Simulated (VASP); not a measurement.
**Zn: single point with RPBE**

The system is Zn.

```
Zn
1.0
     5.04268    0.00000    0.00000
     0.00000    5.04268    0.00000
     0.00000    0.00000    5.04268
Zn
8
Cartesian
  5.0427 0.0000 5.0427
  2.5213 2.5213 2.5213
  1.2607 5.0427 2.5213
  3.7820 5.0427 2.5213
  2.5213 1.2607 5.0427
  2.5213 3.7820 0.0000
  0.0000 2.5213 1.2607
  0.0000 2.5213 3.7820
```

```
Program                : VASP 6.6.1
Task                   : single point
Functional             : RPBE
Potentials or basis    : VASP PAW PBE potentials, release 64 (Zn)
Cutoff                 : 500 eV
k mesh                 : 7 × 7 × 7
Occupations            : fermi-dirac, width 0.1 eV
Spin                   : no spin polarisation
Dipole correction      : no
Further INCAR settings : ALGO = Normal; EDIFF = 1e-06; NBANDS = 58
```

```
Pressure               : 0.8 GPa
Band gap on the k mesh : zero (band 48 reaches 4.58 eV, above the bottom of band 49 at 1.96 eV)
```

Levels at points of the mesh, in eV from the Fermi level:
| k point | band 44 | band 45 | band 46 | band 47 | band 48 | band 49 | band 50 | band 51 | band 52 | band 53 |
| --- | --- | --- | --- | --- | --- | --- | --- | --- | --- | --- |
| (0.00, 0.00, 0.00) | -3.17 | -3.07 | -3.04 | -3.04 | 1.83 | 1.83 | 2.58 | 2.58 | 2.58 | 3.10 |

Wall time 2.9 min on 1 thread of Intel Xeon 6975P-C (shared host), peak memory 0.28 GiB.

Caveat: the PAW data sets were made with another functional, which shifts forces and pressure a little.
